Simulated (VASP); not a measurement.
# AgCl (R-3m) in VASP: further runs, part 2 of 2

VASP 6.6.1. The steps go on from the part before.

## 4. Single point, r2SCAN

File POSCAR:

```
AgCl
1.0
    3.4359665372     -0.0820879377     -0.0820879377
   -0.0820879377      3.4359665372     -0.0820879377
   -0.0820879377     -0.0820879377      3.4359665372
Ag Cl
1 1
Direct
    0.0000000000      0.0000000000      0.0000000000
    0.5000000000      0.5000000000      0.5000000000
```

File INCAR.step1:

```
SYSTEM = AgCl
  PREC = Accurate
  ENCUT = 520
  ISMEAR = 0
  SIGMA = 0.05
  LREAL = .FALSE.
  LASPH = .TRUE.
  NELM = 100
  NBANDS = 16
  GGA = PE
  ALGO = Normal
  EDIFF = 1E-4
  LWAVE = .TRUE.
  LCHARG = .FALSE.
```

File INCAR.step2:

```
SYSTEM = AgCl
  PREC = Accurate
  ENCUT = 520
  EDIFF = 1E-6
  ISMEAR = 0
  SIGMA = 0.05
  LREAL = .FALSE.
  LASPH = .TRUE.
  NELM = 100
  ALGO = Normal
  ISIF = 2
  LWAVE = .FALSE.
  LCHARG = .TRUE.
  METAGGA = R2SCAN
  LMIXTAU = .TRUE.
  LELF = .TRUE.
  LVHAR = .TRUE.
  NBANDS = 16
  ISTART = 1
```

File KPOINTS:

```
regular mesh
0
G
  10 10 10
  0 0 0
```

Potentials or basis: VASP PAW PBE potentials, release 64 (Ag, Cl).

Run with:

```sh
$ cat potpaw_PBE.64/Ag/POTCAR potpaw_PBE.64/Cl/POTCAR > POTCAR
$ cp INCAR.step1 INCAR
$ mpirun -np 1 vasp_std > vasp.out
$ cp INCAR.step2 INCAR
$ mpirun -np 1 vasp_std > vasp.out
```

OUTCAR:

```text
SYSTEM = AgCl
   PREC = Accurate
   ENCUT = 520
   EDIFF = 1E-6
   ISMEAR = 0
   LREAL = .FALSE.
   LASPH = .TRUE.
   NELM = 100
   ISIF = 2
   METAGGA = R2SCAN
   ISTART = 1

 ion  position               nearest neighbor table
   1  0.000  0.000  0.000-   2 2.83   2 2.83   2 3.02   2 3.02   2 3.02   2 3.02   2 3.02   2 3.02

   2  0.500  0.500  0.500-   1 2.83   1 2.83   1 3.02   1 3.02   1 3.02   1 3.02   1 3.02   1 3.02

  LATTYP: Found a trigonal (rhomboedric) cell.
 ALAT       =     3.4379271231
 COS(alpha) =    -0.0471569688

  Lattice vectors:

 A1 = (   3.4359665372,  -0.0820879377,  -0.0820879377)
 A2 = (  -0.0820879377,   3.4359665372,  -0.0820879377)
 A3 = (  -0.0820879377,  -0.0820879377,   3.4359665372)

Analysis of symmetry for initial positions (statically):
=====================================================================
 Subroutine PRICEL returns:
 Original cell was already a primitive cell.

 Routine SETGRP: Setting up the symmetry group for a
 trigonal (rhombohedral) supercell.

 Subroutine GETGRP returns: Found 12 space group operations
 (whereof 12 operations were pure point group operations)
 out of a pool of 12 trial point group operations.

The static configuration has the point symmetry D_3d.

Analysis of symmetry for dynamics (positions and initial velocities):
=====================================================================
 Subroutine PRICEL returns:
 Original cell was already a primitive cell.

 Routine SETGRP: Setting up the symmetry group for a
 trigonal (rhombohedral) supercell.

 Subroutine GETGRP returns: Found 12 space group operations
 (whereof 12 operations were pure point group operations)
 out of a pool of 12 trial point group operations.

The dynamic configuration has the point symmetry D_3d.

 Subroutine INISYM returns: Found 12 space group operations
 (whereof 12 operations are pure point group operations),
 and found     1 'primitive' translations

[... 115 lines left out ...]
  volume/ion in A,a.u.               =      20.25       136.63
  Fermi-wavevector in a.u.,A,eV,Ry     =   1.249402  2.361027 21.238760  1.561005
  Thomas-Fermi vector in A             =   2.383444
   LORBIT       =      0    0 simple, 1 ext, 2 COOP (PROOUT), +10 PAW based schemes
   METAGGA = R2SCAN    functional components
   LHFCALC =     F    Hartree Fock is set to
   AEXX    =    0.0000 exact exchange contribution
   IVDW    =     0    specifies the selected vdW correction
   LEPSILON=     F    determine dielectric tensor
   LRPA    =     F    only Hartree local field effects (RPA)
 non-spin polarized calculation
 Gauss-broadening in eV      SIGMA  =   0.05
  energy-cutoff  :      520.00
  volume of cell :       40.49
 maximum number of plane-waves:      1106
 NGX is ok and might be reduce to    28

 number of electron      18.0000002 magnetization

 Free energy of the ion-electron system (eV)
  ---------------------------------------------------
  ext. energy  EPLUGINS =         0.00000000
  ---------------------------------------------------
  free energy    TOTEN  =       -28.40243349 eV

  energy without entropy =      -28.40243349  energy(sigma->0) =      -28.40243349

 E-fermi :   4.0590     XC(G=0): -10.8689

 val. band max:        3.7460113865   @ k =   0.5000  -0.0000   0.0000
 cond. band min:       4.7812325920   @ k =   0.0000   0.0000   0.0000
 fundamental gap:      1.0352212055
 Fermi energy:         4.0590120666

 k-point     1 :       0.0000    0.0000    0.0000
  band No.  band energies     occupation
      1     -11.6136      2.00000
      2       0.8954      2.00000
      3       0.8954      2.00000
      4       1.7523      2.00000
      5       1.7840      2.00000
      6       1.8251      2.00000
[... 433 lines left out ...]
      3       0.1650      2.00000
      4       1.0199      2.00000
      5       1.3222      2.00000
      6       1.6288      2.00000
[... 8 lines left out ...]
     15      18.3182      0.00000
     16      20.4616      0.00000

 [... further k-points ...]

------------------------ aborting loop because EDIFF is reached ----------------------------------------

  FORCE on cell =-STRESS in cart. coord.  units (eV):
  Direction    XX          YY          ZZ          XY          YZ          ZX
  --------------------------------------------------------------------------------------
  -------------------------------------------------------------------------------------
  Total       -0.4313015     -0.4313015     -0.4313015     -0.1282477     -0.1282477     -0.1282477
  in kB      -17.0647874    -17.0647874    -17.0647874     -5.0742215     -5.0742215     -5.0742215
  external PRESSURE =     -17.0647874 kB  Pullay stress =       0.0000000 kB

 VOLUME and BASIS-vectors are now :
 -----------------------------------------------------------------------------
  energy-cutoff  :      520.00
  volume of cell :       40.49
      direct lattice vectors                 reciprocal lattice vectors
     3.435966537 -0.082087938 -0.082087938     0.291379685  0.007131671  0.007131671
    -0.082087938  3.435966537 -0.082087938     0.007131671  0.291379685  0.007131671
    -0.082087938 -0.082087938  3.435966537     0.007131671  0.007131671  0.291379685

 POSITION                                       TOTAL-FORCE (eV/Angst)
 -----------------------------------------------------------------------------------
      0.00000      0.00000      0.00000         0.000000     -0.000000      0.000000
      1.63590      1.63590      1.63590        -0.000000      0.000000      0.000000
 -----------------------------------------------------------------------------------
    total drift:                               -0.000000      0.000000      0.000000

  FREE ENERGIE OF THE ION-ELECTRON SYSTEM (eV)
  ---------------------------------------------------
  free  energy   TOTEN  =       -28.4024334885 eV

  energy  without entropy=      -28.4024334885  energy(sigma->0) =      -28.40243349
```

OUTCAR.step1:

```text
SYSTEM = AgCl
   PREC = Accurate
   ENCUT = 520
   ISMEAR = 0
   LREAL = .FALSE.
   LASPH = .TRUE.
[... 680 lines left out ...]
      0.00000      0.00000      0.00000         0.000000     -0.000000      0.000000
      1.63590      1.63590      1.63590        -0.000000      0.000000     -0.000000
 -----------------------------------------------------------------------------------
    total drift:                               -0.000000      0.000000      0.000000

  FREE ENERGIE OF THE ION-ELECTRON SYSTEM (eV)
  ---------------------------------------------------
  free  energy   TOTEN  =        -5.1326140787 eV

  energy  without entropy=       -5.1326140787  energy(sigma->0) =       -5.13261408
```

OSZICAR.step1:

```text
N       E                     dE             d eps       ncg     rms          rms(c)
DAV:   1     0.994621138855E+02    0.99462E+02   -0.86746E+03  3784   0.102E+03
DAV:   2    -0.190309441322E+01   -0.10137E+03   -0.93033E+02  4736   0.224E+02
DAV:   3    -0.541008970784E+01   -0.35070E+01   -0.34998E+01  4496   0.438E+01
DAV:   4    -0.543253045624E+01   -0.22441E-01   -0.22439E-01  4824   0.380E+00
DAV:   5    -0.543280255915E+01   -0.27210E-03   -0.27210E-03  4528   0.412E-01    0.546E+00
DAV:   6    -0.514530906036E+01    0.28749E+00   -0.35863E-01  4768   0.857E+00    0.368E+00
DAV:   7    -0.513625235189E+01    0.90567E-02   -0.13987E-01  4224   0.251E+00    0.206E+00
DAV:   8    -0.513288299853E+01    0.33694E-02   -0.75847E-03  4488   0.885E-01    0.400E-01
DAV:   9    -0.513258034026E+01    0.30266E-03   -0.74579E-04  4888   0.412E-01    0.569E-02
DAV:  10    -0.513261407868E+01   -0.33738E-04   -0.12947E-04  2592   0.120E-01
   1 F= -.51326141E+01 E0= -.51326141E+01  d E =-.995335E-12
```

It took 2.6 min on 1 thread of AMD EPYC 9R45 (Zen 5), shared host; peak memory 0.19 GiB.

Results:

| Item | Value |
| --- | --- |
| Free energy | -28.4024 eV |
| Pressure | -1.7 GPa |
| Band gap on the k mesh | 1.04 eV, indirect (least direct gap 2.66 eV) |

Stress tensor (GPa, compression positive):
```
-1.71 -0.51 -0.51
-0.51 -1.71 -0.51
-0.51 -0.51 -1.71
```

Levels at points of the mesh, in eV from the valence-band top:
| k point | band 6 | band 7 | band 8 | band 9 | band 10 | band 11 | band 12 | band 13 |
| --- | --- | --- | --- | --- | --- | --- | --- | --- |
| (0.00, 0.00, 0.00) | -1.92 | -1.92 | -1.63 | -1.63 | 1.04 | 9.87 | 9.87 | 14.07 |
| (0.50, 0.00, 0.00) | -1.90 | -1.56 | -0.33 | 0.00 | 5.43 | 5.99 | 9.70 | 10.47 |
| (0.50, 0.50, 0.00) | -2.21 | -2.15 | -1.65 | -1.13 | 3.15 | 9.28 | 9.81 | 11.06 |
| (0.50, 0.50, 0.50) | -1.63 | -0.44 | -0.44 | -0.10 | 5.01 | 5.01 | 5.71 | 7.35 |

Caveat: the PAW data sets were made with another functional, which shifts forces and pressure a little. A k mesh can miss the band edges.

## 5. Single point, r2SCAN

This run uses another cell than the first one, of the same volume but with other edges.

File POSCAR:

```
AgCl
1.0
    3.6054457229     -0.7210891446     -0.7210891446
   -0.7210891446      3.6054457229     -0.7210891446
   -0.7210891446     -0.7210891446      3.6054457229
Ag Cl
1 1
Direct
    0.0000000000      0.0000000000      0.0000000000
    0.5000000000      0.5000000000      0.5000000000
```

File INCAR.step1:

```
SYSTEM = AgCl
  PREC = Accurate
  ENCUT = 520
  ISMEAR = 0
  SIGMA = 0.05
  LREAL = .False.
  LASPH = .True.
  NELM = 100
  NBANDS = 16
  GGA = PE
  ALGO = Normal
  EDIFF = 1E-4
  LWAVE = .True.
  LCHARG = .False.
```

File INCAR.step2:

```
SYSTEM = AgCl
  PREC = Accurate
  ENCUT = 520
  EDIFF = 1E-6
  ISMEAR = 0
  SIGMA = 0.05
  LREAL = .False.
  LASPH = .True.
  NELM = 100
  ALGO = Normal
  ISIF = 2
  LWAVE = .False.
  LCHARG = .False.
  METAGGA = R2SCAN
  LMIXTAU = .True.
  NBANDS = 16
  ISTART = 1
```

File KPOINTS:

```
Automatic mesh
0
Gamma
  10 10 10
  0 0 0
```

Run with:

```sh
$ cat potpaw_PBE.64/Ag/POTCAR potpaw_PBE.64/Cl/POTCAR > POTCAR
$ cp INCAR.step1 INCAR
$ mpirun -np 1 vasp_std > vasp.out
$ cp INCAR.step2 INCAR
$ mpirun -np 1 vasp_std > vasp.out
```

It took 2.2 min on 1 thread of AMD EPYC 9R45 (Zen 5), shared host; peak memory 0.19 GiB.

The run converged. Its results:

```yaml
Free_energy: -23.9639 eV
Pressure: 66.3 GPa
Band_gap_on_the_k_mesh: 3.30 eV, indirect (least direct gap 3.43 eV)
```

Stress tensor (GPa, compression positive):
```
66.35 63.47 63.47
63.47 66.35 63.47
63.47 63.47 66.35
```

Levels at points of the mesh, in eV from the valence-band top:
```tsv
k point	band 6	band 7	band 8	band 9	band 10	band 11	band 12	band 13
(0.00, 0.00, 0.00)	-4.30	-4.30	-3.91	-3.91	3.47	11.02	11.02	12.21
(0.50, 0.00, 0.00)	-4.10	-2.26	-0.12	0.00	3.43	6.55	10.86	10.99
(0.50, 0.00, 0.50)	-4.79	-4.25	-3.96	-3.82	4.91	6.93	8.87	10.38
(0.50, 0.50, 0.50)	-4.09	-0.50	-0.46	-0.46	3.30	3.30	12.85	12.85
```

Caveat: the PAW data sets were made with another functional, which shifts forces and pressure a little. A k mesh can miss the band edges.

## 6. The runs side by side

```csv
cell,gap on the mesh (eV),pressure (GPa)
"a = 3.453 Å, angles 95.9°, 2 atoms",0.99,-0.8
"a = 3.611 Å, angles 105.7°, 2 atoms",2.25,22.4
"a = 3.438 Å, angles 92.7°, 2 atoms",1.04,-1.7
"a = 3.747 Å, angles 109.5°, 2 atoms",3.30,66.3
```

Alike in all rows: task single point; level r2SCAN; potentials or basis VASP PAW PBE potentials, release 64 (Ag, Cl); no spin polarisation; k mesh 10 × 10 × 10; cutoff (eV) 520; smearing gaussian 0.05 eV.

Caveats: the PAW data sets were made with another functional, which shifts forces and pressure a little.

Total energies depend on the potentials used, so only differences within one code and one set of settings carry meaning.
